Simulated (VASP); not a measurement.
# NaCl (Fm-3m) in VASP: further runs, part 2 of 2

VASP 6.6.1. Earlier steps stand in the parts before.

**5. Relaxation of cell and atoms, r2SCAN, target pressure 7 GPa, at which the enthalpy is minimised**

POSCAR

```
NaCl
1.0
    0.0000000000      2.8039808557      2.8039808557
    2.8039808557      0.0000000000      2.8039808557
    2.8039808557      2.8039808557      0.0000000000
Na Cl
1 1
Direct
    0.0000000000      0.0000000000      0.0000000000
    0.5000000000      0.5000000000      0.5000000000
```

INCAR.step1

```
SYSTEM = NaCl
ALGO     = Normal         ! electronic algorithm
EDIFF    = 1E-4           ! SCF threshold, eV
ENCUT    = 600            ! plane-wave cutoff, eV
GGA      = PE             ! functional
ISMEAR   = 0              ! smearing method
LASPH    = .True.         ! aspherical terms in the spheres
LCHARG   = .False.        ! write CHGCAR
LREAL    = .False.        ! projectors in reciprocal space
LWAVE    = .True.         ! write WAVECAR
NELM     = 80             ! most SCF steps
PREC     = Accurate       ! precision mode
SIGMA    = 0.01           ! smearing width, eV
```

INCAR.step2

```
SYSTEM = NaCl
ALGO     = Normal         ! electronic algorithm
EDIFF    = 1E-6           ! SCF threshold, eV
EDIFFG   = -0.002         ! ionic threshold
ENCUT    = 600            ! plane-wave cutoff, eV
IBRION   = 2              ! ionic algorithm
ISIF     = 3              ! what is computed and relaxed
ISMEAR   = 0              ! smearing method
ISTART   = 1            
LASPH    = .True.         ! aspherical terms in the spheres
LCHARG   = .False.        ! write CHGCAR
LMIXTAU  = .True.       
LREAL    = .False.        ! projectors in reciprocal space
LWAVE    = .False.        ! write WAVECAR
METAGGA  = R2SCAN         ! meta-GGA
NELM     = 80             ! most SCF steps
NSW      = 100            ! ionic steps
PREC     = Accurate       ! precision mode
PSTRESS  = 70.0         
SIGMA    = 0.01           ! smearing width, eV
```

KPOINTS

```
k-points
0
Gamma
  8 8 8
  0 0 0
```

Potentials or basis: VASP PAW PBE potentials, release 64 (Na_pv, Cl).

Launch:

```console
$ cat potpaw_PBE.64/Na_pv/POTCAR potpaw_PBE.64/Cl/POTCAR > POTCAR
$ cp INCAR.step1 INCAR
$ mpirun -np 1 vasp_std > vasp.out
$ cp INCAR.step2 INCAR
$ mpirun -np 1 vasp_std > vasp.out
```

OUTCAR:

```text
SYSTEM = NaCl
   EDIFF = 1E-6
   EDIFFG = -0.002
   ENCUT = 600
   IBRION = 2
   ISIF = 3
   ISMEAR = 0
   ISTART = 1
   LASPH = .True.
   LREAL = .False.
   METAGGA = R2SCAN
   NELM = 80
   NSW = 100
   PREC = Accurate
   PSTRESS = 70.0

 ion  position               nearest neighbor table
   1  0.000  0.000  0.000-
   2  0.500  0.500  0.500-

  LATTYP: Found a face centered cubic cell.
 ALAT       =     5.6079617114

  Lattice vectors:

 A1 = (   0.0000000000,   2.8039808557,   2.8039808557)
 A2 = (   2.8039808557,   0.0000000000,   2.8039808557)
 A3 = (   2.8039808557,   2.8039808557,   0.0000000000)

Analysis of symmetry for initial positions (statically):
=====================================================================
 Subroutine PRICEL returns:
 Original cell was already a primitive cell.

 Routine SETGRP: Setting up the symmetry group for a
 face centered cubic supercell.

 Subroutine GETGRP returns: Found 48 space group operations
 (whereof 48 operations were pure point group operations)
 out of a pool of 48 trial point group operations.

The static configuration has the point symmetry O_h .

Analysis of symmetry for dynamics (positions and initial velocities):
=====================================================================
 Subroutine PRICEL returns:
 Original cell was already a primitive cell.

 Routine SETGRP: Setting up the symmetry group for a
 face centered cubic supercell.

 Subroutine GETGRP returns: Found 48 space group operations
 (whereof 48 operations were pure point group operations)
 out of a pool of 48 trial point group operations.

The dynamic configuration has the point symmetry O_h .

 Subroutine INISYM returns: Found 48 space group operations
 (whereof 48 operations are pure point group operations),
 and found     1 'primitive' translations

----------------------------------------------------------------------------------------

                                     Primitive cell

  volume of cell :      44.0915
[... 117 lines left out ...]
   IVDW    =     0    specifies the selected vdW correction
   LEPSILON=     F    determine dielectric tensor
   LRPA    =     F    only Hartree local field effects (RPA)
 conjugate gradient relaxation of ions
 non-spin polarized calculation
 Gauss-broadening in eV      SIGMA  =   0.01
  energy-cutoff  :      600.00
  volume of cell :       44.09
 maximum number of plane-waves:      1480
   NGX = 15   NGY = 15   NGZ = 15

--------------------------------------- Ionic step        1  -------------------------------------------

 number of electron      14.0000009 magnetization

 Free energy of the ion-electron system (eV)
  ---------------------------------------------------
  ext. energy  EPLUGINS =         0.00000000
  ---------------------------------------------------
  free energy    TOTEN  =       -13.79113280 eV

  energy without entropy =      -13.79113280  energy(sigma->0) =      -13.79113280

------------------------ aborting loop because EDIFF is reached ----------------------------------------

  FORCE on cell =-STRESS in cart. coord.  units (eV):
  Direction    XX          YY          ZZ          XY          YZ          ZX
  --------------------------------------------------------------------------------------
  -------------------------------------------------------------------------------------
  Total       -0.0586862     -0.0586862     -0.0586862      0.0000000     -0.0000000      0.0000000
  in kB       -2.1325119     -2.1325119     -2.1325119      0.0000000     -0.0000000      0.0000000
  external PRESSURE =     -72.1325119 kB  Pullay stress =      70.0000000 kB
[... 25 lines left out ...]
--------------------------------------- Ionic step        2  -------------------------------------------

 number of electron      14.0000008 magnetization

 E-fermi :  -0.0590     XC(G=0):  -9.4329

 val. band max:       -0.0996223853   @ k =   0.0000   0.0000   0.0000
 cond. band min:       6.5938680622   @ k =   0.0000   0.0000   0.0000
 fundamental gap:      6.6934904475
 Fermi energy:        -0.0590473592

 k-point     1 :       0.0000    0.0000    0.0000
  band No.  band energies     occupation
      1     -21.3725      2.00000
      2     -21.3721      2.00000
      3     -21.3721      2.00000
      4     -13.7625      2.00000
      5      -0.0996      2.00000
      6      -0.0996      2.00000
      7      -0.0996      2.00000
      8       6.5939      0.00000
      9      11.7720      0.00000
     10      11.7720      0.00000
     11      11.7720      0.00000
[... 435 lines left out ...]
--------------------------------------- Ionic step        5  -------------------------------------------

 number of electron      14.0000005 magnetization

 Free energy of the ion-electron system (eV)
  ---------------------------------------------------
  ext. energy  EPLUGINS =         0.00000000
  ---------------------------------------------------
  free energy    TOTEN  =       -13.66771691 eV

  energy without entropy =      -13.66771691  energy(sigma->0) =      -13.66771691

 E-fermi :   0.2276     XC(G=0):  -9.5803

 val. band max:        0.1215876649   @ k =   0.0000   0.0000   0.0000
 cond. band min:       6.9767915783   @ k =   0.0000   0.0000   0.0000
 fundamental gap:      6.8552039134
 Fermi energy:         0.2275791045

 k-point     1 :       0.0000    0.0000    0.0000
  band No.  band energies     occupation
      1     -21.1204      2.00000
      2     -21.1201      2.00000
      3     -21.1201      2.00000
      4     -13.6372      2.00000
      5       0.1216      2.00000
      6       0.1216      2.00000
      7       0.1216      2.00000
      8       6.9768      0.00000
      9      12.0019      0.00000
     10      12.0019      0.00000
     11      12.0019      0.00000
[... 355 lines left out ...]
  energy  without entropy=      -13.6677169142  energy(sigma->0) =      -13.66771691

  enthalpy is  TOTEN    =       -12.0538289137 eV   P V=        1.6138880005

 reached required accuracy - stopping structural energy minimisation
```

OSZICAR.step1:

```text
N       E                     dE             d eps       ncg     rms          rms(c)
DAV:   1     0.103371537962E+03    0.10337E+03   -0.78608E+03   644   0.145E+03
DAV:   2     0.210959213548E+01   -0.10126E+03   -0.95151E+02   731   0.296E+02
DAV:   3    -0.676878413570E+01   -0.88784E+01   -0.88182E+01   781   0.846E+01
DAV:   4    -0.696130106389E+01   -0.19252E+00   -0.19231E+00   743   0.138E+01
DAV:   5    -0.696506188374E+01   -0.37608E-02   -0.37603E-02   814   0.186E+00    0.215E+00
DAV:   6    -0.677620281763E+01    0.18886E+00   -0.37831E-01   745   0.420E+00    0.162E+00
DAV:   7    -0.676460472607E+01    0.11598E-01   -0.91334E-02   770   0.209E+00    0.108E+00
DAV:   8    -0.677015383942E+01   -0.55491E-02   -0.93639E-03   659   0.107E+00    0.244E-01
DAV:   9    -0.677009709205E+01    0.56747E-04   -0.19226E-04   768   0.141E-01
   1 F= -.67700971E+01 E0= -.67700971E+01  d E =-.184853E-56
```

Wall time 2 min (1 thread of Intel Xeon 6975P-C (Granite Rapids), shared host); peak memory 0.18 GiB.

What came out:

```yaml
Free_energy: -13.6677 eV
Relaxed_volume: 18.47 Å³/atom
Relaxed_cell: a = 3.738 Å, b = 3.738 Å, c = 3.738 Å, α = 60.00°, β = 60.00°, γ = 60.00°
Space_group_after_relaxing_to_0.1_Å: Fm-3m (No. 225)
Energy_change_on_relaxing_the_run_minimises_the_enthalpy: +61.7 meV/atom
Ionic_steps: 5
Pressure_after_relaxing: 7.0 GPa
Band_gap_on_the_k_mesh: 6.86 eV
```

Step by step:
| step | energy change (eV) | largest force (eV/Å) | pressure (GPa) | volume (Å³) |
| --- | --- | --- | --- | --- |
| 1 | 0.0000 | 0.0000 | -0.21 | 44.09 |
| 2 | 0.0809 | 0.0000 | 5.38 | 38.06 |
| 3 | 0.1182 | 0.0000 | 6.79 | 37.06 |
| 4 | 0.1241 | 0.0000 | 7.02 | 36.92 |
| 5 | 0.1234 | 0.0000 | 7.00 | 36.94 |

Final structure:
```yaml
crystal:
  lattice:
    - [0.00000, 2.64333, 2.64333]
    - [2.64333, 0.00000, 2.64333]
    - [2.64333, 2.64333, 0.00000]
  atoms:
    - { symbol: Na, position: [0.00000, 0.00000, 0.00000] }
    - { symbol: Cl, position: [0.50000, 0.50000, 0.50000] }
```

Caveat: the cell is relaxed towards a set pressure, so the run minimises the enthalpy, not the energy; the volume moved by over 15 % at a fixed basis, so the end points are rough; the PAW data sets were made with another functional, which shifts forces and pressure a little.

**6. Summary**

```tsv
cell	gap on the mesh (eV)	pressure (GPa)
relaxed to 1 GPa	6.17	1.0
relaxed to 2 GPa	6.32	2.0
relaxed to 4 GPa	6.54	4.0
relaxed to 7 GPa	6.86	7.0
```

Alike in all rows: task relaxation of cell and atoms; level r2SCAN; potentials or basis VASP PAW PBE potentials, release 64 (Na_pv, Cl); no spin polarisation; k mesh 8 × 8 × 8; cutoff (eV) 600; smearing gaussian 0.01 eV.

Caveats: the cell is relaxed towards a set pressure, so the run minimises the enthalpy, not the energy; the PAW data sets were made with another functional, which shifts forces and pressure a little; the volume moved by over 15 % at a fixed basis, so the end points are rough (at least some runs).

Absolute energies hang on the potentials; compare differences alone.
